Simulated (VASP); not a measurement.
Yb3Be2:

```
Yb Be
1.0
     4.71334    0.00000    0.00000
     0.00000    4.71334    0.00000
     0.00000    0.00000    4.71334
Yb Be
3 2
Direct
  0.00000 0.50000 0.50000
  0.50000 0.00000 0.50000
  0.50000 0.50000 0.00000
  0.00000 0.00000 0.00000
  0.50000 0.50000 0.50000
```

The cell was generated, and may not be a known phase.

```yaml
Program: VASP 6.6.1
Task: relaxation of cell and atoms
Functional: PBE
Potentials_or_basis: VASP PAW PBE potentials, release 64 (Yb, Be)
Cutoff: 600 eV
k_mesh: 4 × 4 × 4
Occupations: gaussian, width 0.1 eV
Spin: no spin polarisation
```

At the start: pressure 13.7 GPa; volume 20.94 Å³/atom.

**Question.** Where does the relaxation end?

**Answer.** Over 7 steps the energy falls by 263.5 meV/atom and the volume is 28.06 Å³/atom (+34.0 %); space group Pm-3m (No. 221, to 0.1 Å) before and after.

Step by step:
```csv
step,energy change (eV),largest force (eV/Å),pressure (GPa),volume (Å³)
1,0.0000,0.0000,13.68,104.71
2,-1.2845,0.0000,1.59,134.22
3,-1.9501,0.0000,-314.61,141.10
4,-1.2906,0.0000,2.03,134.86
5,-1.3112,0.0000,0.70,137.96
6,-1.3163,0.0000,0.30,139.52
7,-1.3176,0.0000,0.19,140.31
```

Final structure:
```yaml
crystal:
  lattice:
    - [5.19632, 0.00000, 0.00000]
    - [0.00000, 5.19632, 0.00000]
    - [0.00000, 0.00000, 5.19632]
  atoms:
    - { symbol: Yb, position: [0.00000, 0.50000, 0.50000] }
    - { symbol: Yb, position: [0.50000, 0.00000, 0.50000] }
    - { symbol: Yb, position: [0.50000, 0.50000, 0.00000] }
    - { symbol: Be, position: [0.00000, 0.00000, 0.00000] }
    - { symbol: Be, position: [0.50000, 0.50000, 0.50000] }
```

Caveat: the volume moved by over 15 % at a fixed basis, so the end points are rough.
